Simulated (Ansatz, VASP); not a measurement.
## C in VASP and in Ansatz

Contents of INCAR:

```
  PREC = Accurate
  ENCUT = 520
  EDIFF = 1E-6
  ISMEAR = 0
  SIGMA = 0.05
  LREAL = F
  LASPH = T
  NELM = 100
  ALGO = Normal
  ISIF = 2
  LWAVE = F
  LCHARG = F
  GGA = CA
  NBANDS = 11
```

File KPOINTS:

```
regular mesh
0
Gamma
  13 13 13
```

POSCAR

```
C
1.0
    0.0000000000      1.7951807415      1.7951807415
    1.7951807415      0.0000000000      1.7951807415
    1.7951807415      1.7951807415      0.0000000000
C
2
Direct
    0.7500000000      0.7500000000      0.7500000000
    0.5000000000      0.5000000000      0.5000000000
```

input.yaml

```yaml
crystal:
  lattice:
    - [0.0, 1.7951807415, 1.7951807415]
    - [1.7951807415, 0.0, 1.7951807415]
    - [1.7951807415, 1.7951807415, 0.0]
  atoms:
    - { symbol: C, position: [0.75, 0.75, 0.75] }
    - { symbol: C, position: [0.5, 0.5, 0.5] }
kpoints:
  mp_grid: { grid: [13, 13, 13] }
scf:
  occupations: { method: gaussian, width: 0.05 }
hamiltonian:
  xc: lda
  pseudopotentials: { kind: all_electron, lapw: { basis_error: 0.001 } }
output:
  forces: true
  stress: true
  eigenvalues: true
```

Change from the starting cell: volume scaled by 1.02.

Alike in both runs: task single point; functional LDA; k mesh 13 × 13 × 13; occupations gaussian, width 0.05 eV; no spin polarisation.

|  | VASP | Ansatz |
| --- | --- | --- |
| version | VASP 6.6.1 | Ansatz 0.2.0 |
| potentials or method | VASP PAW LDA potentials, release 64 (C), cutoff 520 eV | all-electron LAPW, scalar-relativistic |

```csv
,VASP,Ansatz,Ansatz less VASP
gap on the k mesh at the Fermi level (eV),4.06,4.07,+0.006
least direct gap on the mesh (eV),5.49,5.49,+0.004
pressure (GPa),-19.7,-21.0,-1.26
```

LDA's correlation is that of Perdew and Zunger in VASP and of Perdew and Wang (1992) in Ansatz. Ansatz ran all-electron here, and VASP with PAW potentials.
